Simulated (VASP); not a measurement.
Here is a VASP 6.6.1 calculation.

The input INCAR:

```
PREC = Accurate
ENCUT = 600
EDIFF = 1E-6
ISMEAR = -1
SIGMA = 0.08
LREAL = F
LASPH = T
NELM = 60
ALGO = Normal
ISIF = 3
LWAVE = F
LCHARG = F
GGA = PE
IBRION = 2
NSW = 60
EDIFFG = -0.005
PSTRESS = 33.0
```

KPOINTS

```
Automatic mesh
0
Gamma
  11 11 11
```

File POSCAR:

```
TePb
1.0
    3.9545864549      0.0000000000      0.0000000000
    0.0000000000      3.9545864549      0.0000000000
    0.0000000000      0.0000000000      3.9545864549
Pb Te
1 1
Direct
    0.0000000000      0.0000000000      0.0000000000
    0.5000000000      0.5000000000      0.5000000000
```

Potentials or basis: VASP PAW PBE potentials, release 64 (Pb_d, Te).

Run with:

```console
$ cat potpaw_PBE.64/Pb_d/POTCAR potpaw_PBE.64/Te/POTCAR > POTCAR
$ mpirun -np 1 vasp_std > vasp.out
```

(1) Predict the relaxed cell.

(2) Predict the space group after relaxing (to 0.1 Å).

(3) What does it give for the band gap on the k mesh?

(4) Predict the relaxed volume.

## Answers

(1) a = 3.905 Å, b = 3.905 Å, c = 3.905 Å, α = 90.00°, β = 90.00°, γ = 90.00°.

(2) Pm-3m (No. 221).

(3) zero (bands 10 and 11 overlap by 1.26 eV).

(4) 29.77 Å³/atom.

Caveat: the cell is relaxed towards a set pressure, so the run minimises the enthalpy, not the energy; spin-orbit coupling is left out, which moves the levels of the heavy elements.
